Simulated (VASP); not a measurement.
# Ge (P6_3/mmc) in VASP: notebook

The runs below take Ge through relaxation of shape and atoms at fixed volume, with PBE.

Everything below comes from runs of VASP 6.6.1. Logs are shortened: lines on timing, memory, paths and dates and some standing lists are left out, and cuts for length are marked.

## 1. The cell of the first run

Symmetry: P6_3/mmc, No. 194, hexagonal system. Conventional cell: a = 2.755 Å, b = 2.755 Å, c = 4.715 Å, α = 90.00°, β = 90.00°, γ = 120.00°. Within 3.6 Å of Ge (site symmetry -6m2) lie 12 Ge at 2.75 to 2.84 Å.

This isn't the form of Ge at room conditions, which is diamond.

## 2. Relaxation of shape and atoms at fixed volume, PBE

INCAR reads:

```
ALGO = Normal
EDIFF = 1E-6
EDIFFG = -0.005
ENCUT = 600
GGA = PE
IBRION = 2
ISIF = 4
ISMEAR = -1
LASPH = T
LCHARG = F
LREAL = F
LWAVE = F
NELM = 100
NSW = 50
PREC = Accurate
SIGMA = 0.1
```

KPOINTS reads:

```
k-points
0
Gamma
  14 14 8
```

POSCAR reads:

```
Ge
1.0
    2.7547020505      0.0000000000      0.0000000000
   -1.3773510253      2.3856419556      0.0000000000
    0.0000000000      0.0000000000      4.7150052470
Ge
2
Direct
    0.3333333333      0.6666666667      0.2500000000
    0.6666666667      0.3333333333      0.7500000000
```

Potentials or basis: VASP PAW PBE potentials, release 64 (Ge_d).

Launch:

```
> cat potpaw_PBE.64/Ge_d/POTCAR > POTCAR
> mpirun -np 1 vasp_std > vasp.out
```

OUTCAR:

```text
EDIFF = 1E-6
   EDIFFG = -0.005
   ENCUT = 600
   GGA = PE
   IBRION = 2
   ISIF = 4
   ISMEAR = -1
   LASPH = T
   LREAL = F
   NELM = 100
   NSW = 50
   PREC = Accurate

 ion  position               nearest neighbor table
   1  0.333  0.667  0.250-   2 2.84   2 2.84   2 2.84   2 2.84   2 2.84   2 2.84
   2  0.667  0.333  0.750-   1 2.84   1 2.84   1 2.84   1 2.84   1 2.84   1 2.84

  LATTYP: Found a hexagonal cell.
 ALAT       =     2.7547020505
 C/A-ratio  =     1.7116207708

  Lattice vectors:

 A1 = (   2.7547020505,   0.0000000000,   0.0000000000)
 A2 = (  -1.3773510253,   2.3856419556,   0.0000000000)
 A3 = (   0.0000000000,   0.0000000000,   4.7150052470)

Analysis of symmetry for initial positions (statically):
=====================================================================
 Subroutine PRICEL returns:
 Original cell was already a primitive cell.

 Routine SETGRP: Setting up the symmetry group for a
 hexagonal supercell.

 Subroutine GETGRP returns: Found 24 space group operations
 (whereof 12 operations were pure point group operations)
 out of a pool of 24 trial point group operations.

The static configuration has the point symmetry D_3d.
 The point group associated with its full space group is D_6h.

Analysis of symmetry for dynamics (positions and initial velocities):
=====================================================================
 Subroutine PRICEL returns:
 Original cell was already a primitive cell.

 Routine SETGRP: Setting up the symmetry group for a
 hexagonal supercell.

 Subroutine GETGRP returns: Found 24 space group operations
 (whereof 12 operations were pure point group operations)
 out of a pool of 24 trial point group operations.

The dynamic configuration has the point symmetry D_3d.
 The point group associated with its full space group is D_6h.

 Subroutine INISYM returns: Found 24 space group operations
 (whereof 12 operations are pure point group operations),
 and found     1 'primitive' translations

----------------------------------------------------------------------------------------

                                     Primitive cell

  volume of cell :      30.9858

  direct lattice vectors                    reciprocal lattice vectors
     2.754702051  0.000000000  0.000000000     0.363015666  0.209587193  0.000000000
    -1.377351025  2.385641956  0.000000000     0.000000000  0.419174385  0.000000000
     0.000000000  0.000000000  4.715005247     0.000000000  0.000000000  0.212088841

  length of vectors
     2.754702051  2.754702051  4.715005247     0.419174385  0.419174385  0.212088841

  position of ions in fractional coordinates (direct lattice)
     0.333333333  0.666666667  0.250000000
     0.666666667  0.333333333  0.750000000

  ion indices of the primitive-cell ions
   primitive index   ion index
                 1           1
                 2           2

----------------------------------------------------------------------------------------

 KPOINTS: k-points

Automatic generation of k-mesh.
 Grid dimensions read from file:
 generate k-points for:   14   14    8

 Generating k-lattice:

  Cartesian coordinates                     Fractional coordinates (reciprocal lattice)
     0.025929690  0.014970514  0.000000000     0.071428571  0.000000000  0.000000000
     0.000000000  0.029941028  0.000000000     0.000000000  0.071428571  0.000000000
     0.000000000  0.000000000  0.026511105     0.000000000  0.000000000  0.125000000

  Length of vectors
     0.029941028  0.029941028  0.026511105

[... 52 lines left out ...]
   NELM   =    100;   NELMIN=  2; NELMDL= -5     # of ELM steps
   EDIFF  = 0.1E-05   stopping-criterion for ELM
   LREAL  =      F    real-space projection
   EDIFFG = -.5E-02   stopping-criterion for IOM
   NSW    =     50    number of steps for IOM
   IBRION =      2    ionic relax: 0-MD 1-quasi-New 2-CG
   NFREE  =      1    steps in history (QN), initial steepest desc. (CG)
   ISIF   =      4    stress and relaxation
   ISYM   =      2    0-nonsym 1-usesym 2-fastsym
   POTIM  = 0.5000    time-step for ionic-motion
   TEBEG  =    0.0;   TEEND  =   0.0 temperature during run
   PSTRESS=    0.0 pullay stress
   NELECT =      28.0000    total number of electrons
   NUPDOWN=      -1.0000    fix difference up-down
   EMIN   =  10.00;   EMAX   =-10.00  energy-range for DOS
   EFERMI =   0.00;   METHOD = LEGACY
   ISMEAR =    -1;   SIGMA  =   0.10  broadening in eV -4-tet -1-fermi 0-gaus
   EFERMI_NEDOS =   21; number of points for ismear=-14 and -15
   IALGO  =     38    algorithm
   IMIX   =      4    mixing-type and parameters
     AMIX     =   0.40;   BMIX     =  1.00
     AMIX_MAG =   1.60;   BMIX_MAG =  1.00
  volume/ion in A,a.u.               =      15.49       104.55
  Fermi-wavevector in a.u.,A,eV,Ry     =   1.582730  2.990926 34.083057  2.505034
  Thomas-Fermi vector in A             =   2.682609
   LORBIT       =      0    0 simple, 1 ext, 2 COOP (PROOUT), +10 PAW based schemes
   GGA     = PE    functional components
   LHFCALC =     F    Hartree Fock is set to
   AEXX    =    0.0000 exact exchange contribution
   IVDW    =     0    specifies the selected vdW correction
   LEPSILON=     F    determine dielectric tensor
   LRPA    =     F    only Hartree local field effects (RPA)
 conjugate gradient relaxation of ions
 non-spin polarized calculation
  energy-cutoff  :      600.00
  volume of cell :       30.99
 maximum number of plane-waves:      1062
 NGX is ok and might be reduce to    24
   NGX = 11   NGY = 11   NGZ = 19

--------------------------------------- Ionic step        1  -------------------------------------------

 number of electron      27.9999992 magnetization

 Free energy of the ion-electron system (eV)
  ---------------------------------------------------
  ext. energy  EPLUGINS =         0.00000000
  ---------------------------------------------------
  free energy    TOTEN  =        -7.93056002 eV

  energy without entropy =       -7.90894031  energy(sigma->0) =       -7.91975017

------------------------ aborting loop because EDIFF is reached ----------------------------------------

  FORCE on cell =-STRESS in cart. coord.  units (eV):
  Direction    XX          YY          ZZ          XY          YZ          ZX
  --------------------------------------------------------------------------------------
  -------------------------------------------------------------------------------------
  Total        4.6310665      4.6310665      4.3936323     -0.0000000      0.0000000      0.0000000
  in kB      239.4580937    239.4580937    227.1811066     -0.0000000      0.0000000      0.0000000
  external PRESSURE =     235.3657647 kB  Pullay stress =       0.0000000 kB

 VOLUME and BASIS-vectors are now :
 -----------------------------------------------------------------------------
  energy-cutoff  :      600.00
  volume of cell :       30.99
      direct lattice vectors                 reciprocal lattice vectors
     2.754702051  0.000000000  0.000000000     0.363015666  0.209587193  0.000000000
    -1.377351025  2.385641956  0.000000000     0.000000000  0.419174385  0.000000000
     0.000000000  0.000000000  4.715005247     0.000000000  0.000000000  0.212088841

 POSITION                                       TOTAL-FORCE (eV/Angst)
 -----------------------------------------------------------------------------------
     -0.00000      1.59043      1.17875        -0.000000      0.000000      0.000000
      1.37735      0.79521      3.53625         0.000000      0.000000      0.000000
 -----------------------------------------------------------------------------------
    total drift:                                0.000000     -0.000000      0.000000

  FREE ENERGIE OF THE ION-ELECTRON SYSTEM (eV)
  ---------------------------------------------------
  free  energy   TOTEN  =        -7.9305600227 eV

  energy  without entropy=       -7.9089403093  energy(sigma->0) =       -7.91975017

--------------------------------------- Ionic step        2  -------------------------------------------

 number of electron      27.9999993 magnetization

 Free energy of the ion-electron system (eV)
  ---------------------------------------------------
  ext. energy  EPLUGINS =         0.00000000
  ---------------------------------------------------
  free energy    TOTEN  =        -7.93099831 eV

  energy without entropy =       -7.90817196  energy(sigma->0) =       -7.91958514

 E-fermi :   9.2076     XC(G=0): -12.3232

 val. band max:        9.2026499374   @ k =   0.2857   0.2857   0.1250
 cond. band min:       9.2345630976   @ k =   0.4286   0.1429   0.0000
 fundamental gap:      0.0319131602
 Fermi energy:         9.2076218374

 k-point     1 :       0.0000    0.0000    0.0000
  band No.  band energies     occupation
      1     -15.7586      2.00000
      2     -15.7515      2.00000
      3     -15.7303      2.00000
      4     -15.7303      2.00000
      5     -15.7180      2.00000
      6     -15.7180      2.00000
[... 481 lines left out ...]
      5     -15.6824      2.00000
      6     -15.6536      2.00000
[... 10 lines left out ...]
     17      10.3127      0.00003
     18      10.5726      0.00000

 [... further k-points ...]

------------------------ aborting loop because EDIFF is reached ----------------------------------------

  FORCE on cell =-STRESS in cart. coord.  units (eV):
  Direction    XX          YY          ZZ          XY          YZ          ZX
  --------------------------------------------------------------------------------------
  -------------------------------------------------------------------------------------
  Total        4.5688502      4.5688502      4.5825399     -0.0000000      0.0000000     -0.0000000
  in kB      236.2410852    236.2410852    236.9489340     -0.0000000      0.0000000     -0.0000000
  external PRESSURE =     236.4770348 kB  Pullay stress =       0.0000000 kB

 VOLUME and BASIS-vectors are now :
 -----------------------------------------------------------------------------
  energy-cutoff  :      600.00
  volume of cell :       30.99
      direct lattice vectors                 reciprocal lattice vectors
     2.759971058 -0.000000000  0.000000000     0.362322640  0.209187074  0.000000000
    -1.379985529  2.390205050  0.000000000     0.000000000  0.418374147  0.000000000
     0.000000000  0.000000000  4.697019780     0.000000000  0.000000000  0.212900956

 POSITION                                       TOTAL-FORCE (eV/Angst)
 -----------------------------------------------------------------------------------
     -0.00000      1.59347      1.17425        -0.000000      0.000000      0.000000
      1.37999      0.79674      3.52276         0.000000     -0.000000      0.000000
 -----------------------------------------------------------------------------------
    total drift:                                0.000000     -0.000000      0.000000

  FREE ENERGIE OF THE ION-ELECTRON SYSTEM (eV)
  ---------------------------------------------------
  free  energy   TOTEN  =        -7.9309983145 eV

  energy  without entropy=       -7.9081719608  energy(sigma->0) =       -7.91958514

 reached required accuracy - stopping structural energy minimisation
```

Wall time 49 s (1 thread of AMD EPYC 9R45 (Zen 5), shared host); peak memory 0.18 GiB.

What came out:

| Property | Result |
| --- | --- |
| Free energy | -7.9310 eV |
| Energy gained by relaxing | 0.2 meV/atom |
| Ionic steps | 2 |
| Pressure after relaxing | 23.6 GPa |
| Band gap on the k mesh | zero (bands 14 and 15 overlap by 12.17 eV) |

Step by step:
```
step  energy change (eV)  largest force (eV/Å)  pressure (GPa)  volume (Å³)
   1              0.0000                0.0000           23.54        30.99
   2             -0.0004                0.0000           23.65        30.99
```

Final structure:
```
Ge
1.0
     2.75997    0.00000    0.00000
    -1.37999    2.39021    0.00000
     0.00000    0.00000    4.69702
Ge
2
Direct
  0.33333 0.66667 0.25000
  0.66667 0.33333 0.75000
```

## 3. Relaxation of shape and atoms at fixed volume, PBE

This run uses another cell than the first one, of 17.43 Å³/atom.

INCAR reads:

```
ALGO = Normal
EDIFF = 1E-7
EDIFFG = -0.005
ENCUT = 600
GGA = PE
IBRION = 2
ISIF = 4
ISMEAR = -1
LASPH = True
LCHARG = False
LREAL = False
LWAVE = False
NELM = 60
NSW = 50
PREC = Accurate
SIGMA = 0.1
```

KPOINTS is that of step 2.

POSCAR reads:

```
Ge
1.0
    2.8650055863      0.0000000000      0.0000000000
   -1.4325027932      2.4811676197      0.0000000000
    0.0000000000      0.0000000000      4.9038030699
Ge
2
Direct
    0.3333333333      0.6666666667      0.2500000000
    0.6666666667      0.3333333333      0.7500000000
```

Potentials or basis: VASP PAW PBE potentials, release 64 (Ge_d).

Launch:

```
> cat potpaw_PBE.64/Ge_d/POTCAR > POTCAR
> mpirun -np 1 vasp_std > vasp.out
```

It took 54 s on 1 thread of AMD EPYC 9R45 (Zen 5), shared host; peak memory 0.18 GiB.

The run converged. Its results:

```
Free energy               : -8.3056 eV
Energy gained by relaxing : 0.0 meV/atom
Ionic steps               : 2
Pressure after relaxing   : 8.6 GPa
Band gap on the k mesh    : zero (bands 14 and 15 overlap by 10.81 eV)
```

Final structure:
```cif
data_structure
_symmetry_space_group_name_H-M 'P 1'
_symmetry_Int_Tables_number 1
_cell_length_a 2.8659
_cell_length_b 2.8659
_cell_length_c 4.9007
_cell_angle_alpha 90.000
_cell_angle_beta 90.000
_cell_angle_gamma 120.000
_cell_volume 34.86
loop_
_atom_site_label
_atom_site_type_symbol
_atom_site_fract_x
_atom_site_fract_y
_atom_site_fract_z
_atom_site_occupancy
Ge1 Ge 0.33333 0.66667 0.25000 1
Ge2 Ge 0.66667 0.33333 0.75000 1
```

Levels at points of the mesh, in eV from the Fermi level:
| k point | band 11 | band 12 | band 13 | band 14 | band 15 | band 16 | band 17 | band 18 |
| --- | --- | --- | --- | --- | --- | --- | --- | --- |
| (0.00, 0.00, 0.00) | -13.88 | -8.64 | -6.18 | 8.06 | 8.06 | 8.88 | 9.92 | 9.92 |
| (0.50, 0.00, 0.00) | -8.32 | -7.18 | -2.85 | -2.15 | -1.01 | 1.24 | 3.31 | 7.25 |
| (0.00, 0.00, 0.50) | -12.33 | -12.33 | 0.54 | 0.54 | 9.07 | 9.07 | 9.07 | 9.07 |
| (0.50, 0.00, 0.50) | -6.95 | -6.95 | -5.28 | -5.28 | 4.62 | 4.62 | 4.81 | 4.81 |
